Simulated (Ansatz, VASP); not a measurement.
**Li2MgSiTe4 in VASP and in Ansatz**

File INCAR:

```
SYSTEM = Li2MgSiTe4
PREC = Accurate
ENCUT = 520
EDIFF = 1E-6
ISMEAR = 0
SIGMA = 0.01
LREAL = .False.
LASPH = .True.
NELM = 60
ALGO = Normal
ISIF = 2
LWAVE = .False.
LCHARG = .False.
GGA = PE
NBANDS = 28
```

Contents of KPOINTS:

```
regular mesh
0
Gamma
  6 6 6
  0 0 0
```

Contents of POSCAR:

```
Li2MgSiTe4
1.0
   -3.2561524084      3.2561524084      6.0789700649
    3.2561524084     -3.2561524084      6.0789700649
    3.2561524084      3.2561524084     -6.0789700649
Li Mg Si Te
2 1 1 4
Direct
    0.0000000000      0.0000000000      0.0000000000
    0.7500000000      0.2500000000      0.5000000000
    0.2500000000      0.7500000000      0.5000000000
    0.5000000000      0.5000000000      0.0000000000
    0.1458469660      0.6050877122      0.9908999267
    0.3949122878      0.3858122145      0.5407592538
    0.6141877855      0.1549470393      0.0091000733
    0.8450529607      0.8541530340      0.4592407462
```

Input for Ansatz:

```yaml
crystal:
  lattice:
    - [-3.2561524084, 3.2561524084, 6.0789700649]
    - [3.2561524084, -3.2561524084, 6.0789700649]
    - [3.2561524084, 3.2561524084, -6.0789700649]
  atoms:
    - { symbol: Li, position: [0.0, 0.0, 0.0] }
    - { symbol: Li, position: [0.75, 0.25, 0.5] }
    - { symbol: Mg, position: [0.25, 0.75, 0.5] }
    - { symbol: Si, position: [0.5, 0.5, 0.0] }
    - { symbol: Te, position: [0.145846966, 0.6050877122, 0.9908999267] }
    - { symbol: Te, position: [0.3949122878, 0.3858122145, 0.5407592538] }
    - { symbol: Te, position: [0.6141877855, 0.1549470393, 0.0091000733] }
    - { symbol: Te, position: [0.8450529607, 0.854153034, 0.4592407462] }
kpoints:
  mp_grid: { grid: [6, 6, 6] }
hamiltonian:
  xc: pbe
scf:
  occupations: { method: fixed }
  n_extra_bands: 6
output:
  forces: true
  stress: true
  eigenvalues: true
```

Alike in both runs: task single point; functional PBE; k mesh 6 × 6 × 6; no spin polarisation.

```csv
,VASP,Ansatz
version,VASP 6.6.1,Ansatz 0.2.0
potentials or method,"VASP PAW PBE potentials, release 64 (Li_sv, Mg, Si, Te)","plane waves, PAW"
plane-wave cutoff (eV),520,420
occupations,"gaussian, width 0.01 eV",fixed
valence electrons in the cell,36,84
```

```csv
,VASP,Ansatz,Ansatz less VASP
gap on the k mesh at the Fermi level (eV),1.67,1.67,+0.001
rms of the force components (eV/Å),0.053,0.058,+0.0050
```

Atom by atom the forces differ by 0.006 eV/Å (rms over components). VASP's potentials hold 36 valence electrons a cell and Ansatz's 84, so a difference there can come from the potentials and not from the codes.

Spin-orbit coupling is off throughout. Noted on VASP's run: the cutoff is short for stress, so the pressure is rough.
